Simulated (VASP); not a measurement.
Write the native input for VASP 6.6.1 that does the following.

| Item | Value |
| --- | --- |
| Task | electric field gradients |
| Functional | PBE |
| Potentials or basis | VASP PAW PBE potentials, release 64 (Si) |
| Cutoff | 520 eV |
| k mesh | 16 × 16 × 11 |
| Occupations | fermi-dirac, width 0.08 eV |
| Spin | no spin polarisation |
| Dipole correction | no |
| Further INCAR settings | ALGO = Normal; EDIFF = 1e-08; NBANDS = 11; ISYM = 0 |

The structure of Si lies in POSCAR:

```
Si
1.0
   -2.2951484633      2.4149529699      1.3000063486
    2.2951484633     -2.4149529699      1.3000063486
    2.2951484633      2.4149529699     -1.3000063486
Si
2
Direct
    0.8070000000      0.5570000000      0.2500000000
    0.1930000000      0.4430000000      0.7500000000
```

One way to write it, as run:

INCAR

```
SYSTEM = Si
PREC = Accurate
ENCUT = 520
EDIFF = 1E-8
ISMEAR = -1
SIGMA = 0.08
LREAL = .FALSE.
LASPH = .TRUE.
NELM = 60
ALGO = Normal
ISIF = 2
LWAVE = .FALSE.
LCHARG = .FALSE.
GGA = PE
LEFG = .TRUE.
ISYM = 0
NBANDS = 11
```

KPOINTS

```
regular mesh
0
G
  16 16 11
  0 0 0
```

Potentials or basis: VASP PAW PBE potentials, release 64 (Si).

The run is started by

```bash
$ cat potpaw_PBE.64/Si/POTCAR > POTCAR
$ mpirun -np 1 vasp_std > vasp.out
```

It gave:

| Quantity | Value |
| --- | --- |
| Pressure | 6.7 GPa |
| Largest force | 0.049 eV/Å |
| Band gap on the k mesh | zero (bands 4 and 5 overlap by 7.13 eV) |
| Largest electric field gradient by atom | Si -25.1 V/Å² |

Caveat: the cell stands under pressure; without QUAD_EFG the Cq values of the log hold for a quadrupole moment of 1 mb, not for the nuclei.

Wall time 3.4 min on 1 thread of Intel(R) Xeon(R) Platinum 8559C (Emerald Rapids) (shared host), peak memory 0.44 GiB.
